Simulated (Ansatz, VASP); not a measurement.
Two plane-wave programs on PtSe2

The input POSCAR:

```
PtSe2
1.0
    3.7286503637      0.0000000000      0.0000000000
   -1.8643251819      3.2291059368      0.0000000000
    0.0000000000      0.0000000000      5.2771566385
Pt Se
1 2
Direct
    0.0000000000      0.0000000000      0.0000000000
    0.3333333333      0.6666666667      0.2462188963
    0.6666666667      0.3333333333      0.7537811037
```

INCAR.step1

```
  PREC = Accurate
  ENCUT = 520
  EDIFF = 1E-5
  ISMEAR = -1
  SIGMA = 0.02
  LREAL = F
  LASPH = T
  NELM = 100
  ALGO = Normal
  ISIF = 2
  LWAVE = T
  LCHARG = F
  NBANDS = 18
  GGA = PE
```

File INCAR.step2:

```
  PREC = Accurate
  ENCUT = 520
  EDIFF = 1E-6
  ISMEAR = -1
  SIGMA = 0.02
  LREAL = F
  LASPH = T
  NELM = 100
  ALGO = Normal
  ISIF = 2
  LWAVE = F
  LCHARG = F
  GGA = PE
  LHFCALC = T
  HFSCREEN = 0.2079
  PRECFOCK = Normal
  NBANDS = 18
  ISTART = 1
```

KPOINTS

```
regular mesh
0
Gamma
  6 6 2
```

Input for Ansatz:

```yaml
crystal:
  lattice:
    - [3.7286503637, 0.0, 0.0]
    - [-1.8643251819, 3.2291059368, 0.0]
    - [0.0, 0.0, 5.2771566385]
  atoms:
    - { symbol: Pt, position: [0.0, 0.0, 0.0] }
    - { symbol: Se, position: [0.3333333333, 0.6666666667, 0.2462188963] }
    - { symbol: Se, position: [0.6666666667, 0.3333333333, 0.7537811037] }
kpoints:
  mp_grid: { grid: [6, 6, 2] }
hamiltonian:
  xc: hse06
scf:
  occupations: { method: fermi_dirac, width: 0.02 }
  n_extra_bands: 4
output:
  forces: true
  stress: true
  eigenvalues: true
```

Alike in both runs: task single point; functional HSE06; k mesh 6 × 6 × 2; occupations fermi-dirac, width 0.02 eV; no spin polarisation.

|  | VASP | Ansatz |
| --- | --- | --- |
| version | VASP 6.6.1 | Ansatz 0.2.0 |
| potentials or method | VASP PAW PBE potentials, release 64 (Pt, Se) | plane waves, PAW |
| plane-wave cutoff (eV) | 520 | 420 |
| valence electrons in the cell | 22 | 50 |

```tsv
	VASP	Ansatz	Ansatz less VASP
pressure (GPa)	-0.7	-0.5	+0.23
traceless stress, the component that is largest in VASP (GPa)	0.48	0.48	-0.001
rms of the force components (eV/Å)	0.142	0.138	-0.0033
```

Atom by atom the forces differ by 0.003 eV/Å (rms over components). The functional is the same, so the differences come from potentials, cutoffs and numerics. VASP's potentials hold 22 valence electrons a cell and Ansatz's 50, so a difference there can come from the potentials and not from the codes. Ansatz's warnings: stress exchange threshold loose, stress scf threshold loose.

The k mesh is coarse, so the values compare programs but aren't converged. Spin-orbit coupling is off throughout.
